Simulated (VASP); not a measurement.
# Be4ZnTe (P-3m1) in VASP: single point with PBE

Aim: the single point of Be4ZnTe with PBE.

Everything below comes from runs of VASP 6.6.1. Logs are shortened: lines on timing, memory, paths and dates and some standing lists are left out, and cuts for length are marked.

**1. The cell of the first run**

The structure is trigonal, space group P-3m1 (No. 164). Conventional cell: a = 3.670 Å, b = 3.670 Å, c = 9.234 Å, α = 90.00°, β = 90.00°, γ = 120.00°. Within 3.0 Å of Be (site symmetry 3m) lie 3 Be at 2.24 Å and 3 Te at 2.70 Å. Within 2.9 Å of Be (site symmetry 3m) lie 1 Zn at 2.22 Å and 3 Be at 2.24 Å and 1 Te at 2.39 Å. Within 2.9 Å of Zn (site symmetry -3m) lie 2 Be at 2.22 Å. Within 3.2 Å of Te (site symmetry -3m) lie 8 Be at 2.39 to 2.70 Å.

The cell was built from a structure type or drawn by symmetry, and may not be a known phase.

**2. Single point, PBE**

INCAR

```
SYSTEM = Be4ZnTe
PREC = Accurate ; ENCUT = 600
EDIFF = 1E-6 ; ISMEAR = 0
SIGMA = 0.2 ; LREAL = .FALSE.
LASPH = .TRUE. ; NELM = 120
ALGO = Normal ; ISIF = 2
LWAVE = .FALSE. ; LCHARG = .FALSE.
GGA = PE ; NBANDS = 22
GGA_COMPAT = .FALSE.
```

KPOINTS

```
Automatic mesh
0
G
  5 5 2
  0 0 0
```

POSCAR

```
Be4ZnTe
1.0
    3.6702333715      0.0000000000      0.0000000000
   -1.8351166858      3.1785153376      0.0000000000
    0.0000000000      0.0000000000      9.2342043161
Be Zn Te
4 1 1
Direct
    0.3333333333      0.6666666667      0.1818367770
    0.6666666667      0.3333333333      0.8181632230
    0.0000000000      0.0000000000      0.7409494284
    0.0000000000      0.0000000000      0.2590505716
    0.0000000000      0.0000000000      0.5000000000
    0.0000000000      0.0000000000      0.0000000000
```

Potentials or basis: VASP PAW PBE potentials, release 64 (Be, Zn, Te).

Command:

```console
cat potpaw_PBE.64/Be/POTCAR potpaw_PBE.64/Zn/POTCAR potpaw_PBE.64/Te/POTCAR > POTCAR
mpirun -np 1 vasp_std > vasp.out
```

OUTCAR:

```text
SYSTEM = Be4ZnTe
   PREC = Accurate
   ENCUT = 600
   EDIFF = 1E-6
   ISMEAR = 0
   LREAL = .FALSE.
   LASPH = .TRUE.
   NELM = 120
   ISIF = 2
   GGA = PE

 ion  position               nearest neighbor table
   1  0.333  0.667  0.182-   4 2.24   4 2.24   4 2.24   6 2.70   6 2.70   6 2.70
   2  0.667  0.333  0.818-   3 2.24   3 2.24   3 2.24   6 2.70   6 2.70   6 2.70
   3  0.000  0.000  0.741-   5 2.22   2 2.24   2 2.24   2 2.24   6 2.39
   4  0.000  0.000  0.259-   5 2.22   1 2.24   1 2.24   1 2.24   6 2.39
   5  0.000  0.000  0.500-   3 2.22   4 2.22
   6  0.000  0.000  0.000-   3 2.39   4 2.39   1 2.70   2 2.70   2 2.70   1 2.70   2 2.70   1 2.70

  LATTYP: Found a hexagonal cell.
 ALAT       =     3.6702333715
 C/A-ratio  =     2.5159719782

  Lattice vectors:

 A1 = (   3.6702333715,   0.0000000000,   0.0000000000)
 A2 = (  -1.8351166858,   3.1785153376,   0.0000000000)
 A3 = (   0.0000000000,   0.0000000000,   9.2342043161)

Analysis of symmetry for initial positions (statically):
=====================================================================
 Subroutine PRICEL returns:
 Original cell was already a primitive cell.

 Routine SETGRP: Setting up the symmetry group for a
 hexagonal supercell.

 Subroutine GETGRP returns: Found 12 space group operations
 (whereof 12 operations were pure point group operations)
 out of a pool of 24 trial point group operations.

The static configuration has the point symmetry D_3d.

Analysis of symmetry for dynamics (positions and initial velocities):
=====================================================================
 Subroutine PRICEL returns:
 Original cell was already a primitive cell.

 Routine SETGRP: Setting up the symmetry group for a
 hexagonal supercell.

 Subroutine GETGRP returns: Found 12 space group operations
 (whereof 12 operations were pure point group operations)
 out of a pool of 24 trial point group operations.

The dynamic configuration has the point symmetry D_3d.

 Subroutine INISYM returns: Found 12 space group operations
 (whereof 12 operations are pure point group operations),
 and found     1 'primitive' translations

----------------------------------------------------------------------------------------

                                     Primitive cell

  volume of cell :     107.7252

  direct lattice vectors                    reciprocal lattice vectors
[... 82 lines left out ...]
   EDIFFG = 0.1E-04   stopping-criterion for IOM
   NSW    =      0    number of steps for IOM
   IBRION =     -1    ionic relax: 0-MD 1-quasi-New 2-CG
   NFREE  =      0    steps in history (QN), initial steepest desc. (CG)
   ISIF   =      2    stress and relaxation
   ISYM   =      2    0-nonsym 1-usesym 2-fastsym
   POTIM  = 0.5000    time-step for ionic-motion
   TEBEG  =    0.0;   TEEND  =   0.0 temperature during run
   PSTRESS=    0.0 pullay stress
   NELECT =      26.0000    total number of electrons
   NUPDOWN=      -1.0000    fix difference up-down
   EMIN   =  10.00;   EMAX   =-10.00  energy-range for DOS
   EFERMI =   0.00;   METHOD = LEGACY
   ISMEAR =     0;   SIGMA  =   0.20  broadening in eV -4-tet -1-fermi 0-gaus
   EFERMI_NEDOS =   21; number of points for ismear=-14 and -15
   IALGO  =     38    algorithm
   IMIX   =      4    mixing-type and parameters
     AMIX     =   0.40;   BMIX     =  1.00
     AMIX_MAG =   1.60;   BMIX_MAG =  1.00
  volume/ion in A,a.u.               =      17.95       121.16
  Fermi-wavevector in a.u.,A,eV,Ry     =   1.019280  1.926160 14.135521  1.038931
  Thomas-Fermi vector in A             =   2.152785
   LORBIT       =      0    0 simple, 1 ext, 2 COOP (PROOUT), +10 PAW based schemes
   GGA     = PE    functional components
   LHFCALC =     F    Hartree Fock is set to
   AEXX    =    0.0000 exact exchange contribution
   IVDW    =     0    specifies the selected vdW correction
   LEPSILON=     F    determine dielectric tensor
   LRPA    =     F    only Hartree local field effects (RPA)
 non-spin polarized calculation
 Gauss-broadening in eV      SIGMA  =   0.20
  energy-cutoff  :      600.00
  volume of cell :      107.73
 maximum number of plane-waves:      3643
 NGX is ok and might be reduce to    30
   NGX = 15   NGY = 15   NGZ = 37

 number of electron      26.0000002 magnetization

 Free energy of the ion-electron system (eV)
  ---------------------------------------------------
  ext. energy  EPLUGINS =         0.00000000
  ---------------------------------------------------
  free energy    TOTEN  =       -14.03392222 eV

  energy without entropy =      -13.97531668  energy(sigma->0) =      -14.00461945

 E-fermi :   3.4015     XC(G=0):  -9.0493

 val. band max:        3.3864907352   @ k =   0.4000   0.0000   0.0000
 cond. band min:       3.6762584062   @ k =   0.4000   0.2000   0.0000
 fundamental gap:      0.2897676710
 Fermi energy:         3.4014723162

 k-point     1 :       0.0000    0.0000    0.0000
  band No.  band energies     occupation
      1     -10.1806      2.00000
      2      -4.2714      2.00000
      3      -3.5973      2.00000
      4      -3.2508      2.00000
      5      -3.2508      2.00000
      6      -3.2329      2.00000
[... 239 lines left out ...]
     21       9.4220      0.00000
     22      10.1227      0.00000

------------------------ aborting loop because EDIFF is reached ----------------------------------------

  FORCE on cell =-STRESS in cart. coord.  units (eV):
  Direction    XX          YY          ZZ          XY          YZ          ZX
  --------------------------------------------------------------------------------------
  -------------------------------------------------------------------------------------
  Total        0.0498629      0.0498629      0.5340474     -0.0000000      0.0000000      0.0000000
  in kB        0.7416017      0.7416017      7.9427868     -0.0000000      0.0000000      0.0000000
  external PRESSURE =       3.1419967 kB  Pullay stress =       0.0000000 kB

 VOLUME and BASIS-vectors are now :
 -----------------------------------------------------------------------------
  energy-cutoff  :      600.00
  volume of cell :      107.73
      direct lattice vectors                 reciprocal lattice vectors
     3.670233372  0.000000000  0.000000000     0.272462238  0.157306147  0.000000000
    -1.835116686  3.178515338  0.000000000     0.000000000  0.314612293  0.000000000
     0.000000000  0.000000000  9.234204316     0.000000000  0.000000000  0.108293034

 POSITION                                       TOTAL-FORCE (eV/Angst)
 -----------------------------------------------------------------------------------
     -0.00000      2.11901      1.67912        -0.000000     -0.000000      0.000483
      1.83512      1.05951      7.55509        -0.000000      0.000000     -0.000483
      0.00000      0.00000      6.84208         0.000000      0.000000     -0.014538
      0.00000      0.00000      2.39213         0.000000     -0.000000      0.014538
      0.00000      0.00000      4.61710         0.000000      0.000000      0.000000
      0.00000      0.00000      0.00000         0.000000      0.000000      0.000000
 -----------------------------------------------------------------------------------
    total drift:                               -0.000000      0.000000      0.000000

  FREE ENERGIE OF THE ION-ELECTRON SYSTEM (eV)
  ---------------------------------------------------
  free  energy   TOTEN  =       -14.0339222176 eV

  energy  without entropy=      -13.9753166805  energy(sigma->0) =      -14.00461945
```

OSZICAR:

```text
N       E                     dE             d eps       ncg     rms          rms(c)
DAV:   1     0.113500754447E+03    0.11350E+03   -0.11622E+04   440   0.122E+03
DAV:   2    -0.637399969705E+01   -0.11987E+03   -0.11439E+03   446   0.251E+02
DAV:   3    -0.150216063423E+02   -0.86476E+01   -0.84855E+01   602   0.673E+01
DAV:   4    -0.151830424934E+02   -0.16144E+00   -0.16117E+00   542   0.796E+00
DAV:   5    -0.151854266514E+02   -0.23842E-02   -0.23840E-02   530   0.107E+00    0.802E+00
DAV:   6    -0.141096856163E+02    0.10757E+01   -0.24763E+00   554   0.204E+01    0.464E+00
DAV:   7    -0.140377937120E+02    0.71892E-01   -0.73620E-01   548   0.538E+00    0.259E+00
DAV:   8    -0.140344448105E+02    0.33489E-02   -0.37893E-02   528   0.113E+00    0.130E+00
DAV:   9    -0.140340568945E+02    0.38792E-03   -0.80154E-03   524   0.445E-01    0.135E-01
DAV:  10    -0.140339216077E+02    0.13529E-03   -0.62352E-04   526   0.161E-01    0.762E-02
DAV:  11    -0.140339095318E+02    0.12076E-04   -0.77384E-05   588   0.520E-02    0.358E-02
DAV:  12    -0.140339218024E+02   -0.12271E-04   -0.15228E-05   496   0.307E-02    0.658E-03
DAV:  13    -0.140339222176E+02   -0.41522E-06   -0.14155E-06   434   0.663E-03
   1 F= -.14033922E+02 E0= -.14004619E+02  d E =-.586055E-01
```

stdout:

```text
POSCAR found type information on POSCAR BeZnTe
 POSCAR found :  3 types and       6 ions
 scaLAPACK will be used
 LDA part: xc-table for (Slater+PW92), standard interpolation
 POSCAR, INCAR and KPOINTS ok, starting setup
 FFT: planning ... GRIDC
 FFT: planning ... GRID_SOFT
 FFT: planning ... GRID
 WAVECAR not read
 entering main loop
```

Wall time 18 s (1 thread of AMD EPYC 9R45 (Zen 5), shared host); peak memory 0.23 GiB.

What came out:

```
Free energy            : -14.0339 eV
Pressure               : 0.3 GPa
Largest force          : 0.015 eV/Å
Band gap on the k mesh : zero (bands 13 and 14 overlap by 2.97 eV)
```

Forces in eV/Å, atoms in the order of the input:
```
Be   0.000  0.000  0.000
Be   0.000  0.000  0.000
Be   0.000  0.000 -0.015
Be   0.000  0.000  0.015
Zn   0.000  0.000  0.000
Te   0.000  0.000  0.000
```

Caveat: the k points lie up to 0.40 Å⁻¹ apart, too coarse for converged energies and pressures of a metal; spin-orbit coupling is left out, which moves the levels of the heavy elements.
